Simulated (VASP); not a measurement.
Crystal: MnS.

```
Mn S
1.0
     0.00000    2.60450    2.60450
     2.60450    0.00000    2.60450
     2.60450    2.60450    0.00000
Mn S
1 1
Direct
  0.00000 0.00000 0.00000
  0.50000 0.50000 0.50000
```

| Property | Result |
| --- | --- |
| Program | VASP 6.6.1 |
| Task | relaxation of cell and atoms |
| Functional | PBE |
| Potentials or basis | VASP PAW PBE potentials, release 64 (Mn_pv, S) |
| Cutoff | 600 eV |
| k mesh | 7 × 7 × 7 |
| Occupations | fermi-dirac, width 0.05 eV |
| Spin | collinear spin, ferromagnetic start |
| Starting moments | [4.0, 0.0] μB |

At the start: pressure -3.2 GPa; volume 17.67 Å³/atom.

Q: Where does the relaxation end?

A: Over 3 steps the energy falls by 9.7 meV/atom and the volume is 16.75 Å³/atom (-5.2 %); space group Fm-3m (No. 225, to 0.1 Å) before and after; moment 4.58 μB per cell.

The path:
```csv
step,energy change (eV),largest force (eV/Å),pressure (GPa),volume (Å³)
1,0.0000,0.0000,-3.19,35.33
2,-0.0194,0.0000,-0.15,33.57
3,-0.0194,0.0000,-0.03,33.50
```

Final structure:
```cif
data_structure
_symmetry_space_group_name_H-M 'P 1'
_symmetry_Int_Tables_number 1
_cell_length_a 3.6183
_cell_length_b 3.6183
_cell_length_c 3.6183
_cell_angle_alpha 60.000
_cell_angle_beta 60.000
_cell_angle_gamma 60.000
_cell_volume 33.50
loop_
_atom_site_label
_atom_site_type_symbol
_atom_site_fract_x
_atom_site_fract_y
_atom_site_fract_z
_atom_site_occupancy
Mn1 Mn 0.00000 0.00000 0.00000 1
S1 S 0.50000 0.50000 0.50000 1
```

Caveat: a cell with one magnetic atom can't hold antiferromagnetic order, which such compounds often take.
